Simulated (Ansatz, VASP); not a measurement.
# FeCo: VASP beside Ansatz

Contents of POSCAR:

```
FeCo
1.0
    2.8663824988      0.0000000000      0.0000000000
    0.0000000000      2.8663824988      0.0000000000
    0.0000000000      0.0000000000      2.8663824988
Fe Co
1 1
Direct
    0.5000000000      0.5000000000      0.5000000000
    0.0000000000      0.0000000000      0.0000000000
```

The input INCAR.step1:

```
SYSTEM = FeCo
PREC     = Accurate       ! precision mode
ENCUT    = 660            ! plane-wave cutoff, eV
ISMEAR   = 0              ! smearing method
SIGMA    = 0.1            ! smearing width, eV
LREAL    = .False.        ! projectors in reciprocal space
LASPH    = .True.         ! aspherical terms in the spheres
NELM     = 200            ! most SCF steps
ISPIN    = 2              ! spin polarisation
MAGMOM   = 3.41 2.16      ! initial moments
LMAXMIX  = 4              ! l up to which the mixer works
NBANDS   = 20             ! bands
GGA      = PE             ! functional
ALGO     = Normal         ! electronic algorithm
EDIFF    = 1E-5           ! SCF threshold, eV
LWAVE    = .True.         ! write WAVECAR
LCHARG   = .False.        ! write CHGCAR
GGA_COMPAT= .False.
```

Contents of INCAR.step2:

```
SYSTEM = FeCo
PREC     = Accurate       ! precision mode
ENCUT    = 660            ! plane-wave cutoff, eV
EDIFF    = 1E-6           ! SCF threshold, eV
ISMEAR   = 0              ! smearing method
SIGMA    = 0.1            ! smearing width, eV
LREAL    = .False.        ! projectors in reciprocal space
LASPH    = .True.         ! aspherical terms in the spheres
NELM     = 200            ! most SCF steps
ALGO     = Normal         ! electronic algorithm
ISIF     = 2              ! what is computed and relaxed
LWAVE    = .False.        ! write WAVECAR
LCHARG   = .False.        ! write CHGCAR
ISPIN    = 2              ! spin polarisation
MAGMOM   = 3.41 2.16      ! initial moments
LORBIT   = 11             ! projections on sites
LMAXMIX  = 4              ! l up to which the mixer works
METAGGA  = R2SCAN         ! meta-GGA
LMIXTAU  = .True.       
NBANDS   = 20             ! bands
ISTART   = 1            
GGA_COMPAT= .False.
```

Contents of KPOINTS:

```
regular mesh
0
Gamma
  14 14 14
  0 0 0
```

Input for Ansatz:

```yaml
crystal:
  lattice:
    - [2.8663824988, 0.0, 0.0]
    - [0.0, 2.8663824988, 0.0]
    - [0.0, 0.0, 2.8663824988]
  atoms:
    - { symbol: Fe, position: [0.5, 0.5, 0.5], spin: 3.41 }
    - { symbol: Co, position: [0.0, 0.0, 0.0], spin: 2.16 }
basis:
  ecutwfc: 500
kpoints:
  mp_grid: { grid: [14, 14, 14] }
hamiltonian:
  xc: r2scan
scf:
  occupations: { method: gaussian, width: 0.1 }
output:
  forces: true
  stress: true
  eigenvalues: true
  populations: true
magnetization:
  spin_polarized: true
```

Alike in both runs: task single point; functional r2SCAN; k mesh 14 × 14 × 14; occupations gaussian, width 0.1 eV; collinear spin.

```csv
,VASP,Ansatz
version,VASP 6.6.1,Ansatz 0.2.0
potentials or method,"VASP PAW PBE potentials, release 64 (Fe, Co), cutoff 660 eV","scalar-relativistic, plane waves, PAW"
valence electrons in the cell,17,33
```

|  | VASP | Ansatz | Ansatz less VASP |
| --- | --- | --- | --- |
| gap on the k mesh at the Fermi level (eV) | none | none | - |
| pressure (GPa) | -5.9 | -5.5 | +0.42 |
| net moment per atom (μB) | 2.42 | 2.43 | +0.010 |
| size of the moment on the site where the two differ most (μB) | 1.89 | 1.97 | +0.081 |

VASP's potentials were made for PBE, not for r2SCAN. Site moments also hang on the region over which each program counts them. A gap of «none» marks a metal or a gap that the smearing closes. VASP's potentials hold 17 valence electrons a cell and Ansatz's 33, so a difference there can come from the potentials and not from the codes. Ansatz's warnings: stability check not made.
